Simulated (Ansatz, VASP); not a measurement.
**Sn2TeO2 in VASP and in Ansatz**

```
CELL_PARAMETERS angstrom
4.49577 0.00000 0.00000
-2.24788 3.89345 0.00000
0.00000 0.00000 7.43790
ATOMIC_POSITIONS crystal
Sn 0.00000 0.00000 0.30551
Sn 0.00000 0.00000 0.69449
Te 0.00000 0.00000 0.00000
O 0.33333 0.66667 0.00000
O 0.66667 0.33333 0.00000
```

Alike in both runs: task relaxation of cell and atoms; functional PBE; k mesh 6 × 6 × 4; occupations gaussian, width 0.1 eV; no spin polarisation.

```csv
,VASP,Ansatz
version,VASP 6.6.1,Ansatz 0.2.0
potentials or method,"VASP PAW PBE potentials, release 64 (Sn_d, Te, O), cutoff 600 eV","scalar-relativistic, plane waves, PAW"
valence electrons in the cell,46,56
```

|  | VASP | Ansatz | Ansatz less VASP |
| --- | --- | --- | --- |
| gap on the k mesh at the Fermi level, each at its own relaxed structure (eV) | none | none | - |
| relaxed volume (Å³/atom) | 22.90 | 23.11 | +0.212 |
| relaxed length of the cell vector where the two differ most in proportion (Å) | 9.086 | 9.141 | +0.0556 |

A gap of «none» marks a metal or a gap that the smearing closes. VASP's potentials hold 46 valence electrons a cell and Ansatz's 56, so a difference there can come from the potentials and not from the codes.

Spin-orbit coupling is off throughout.
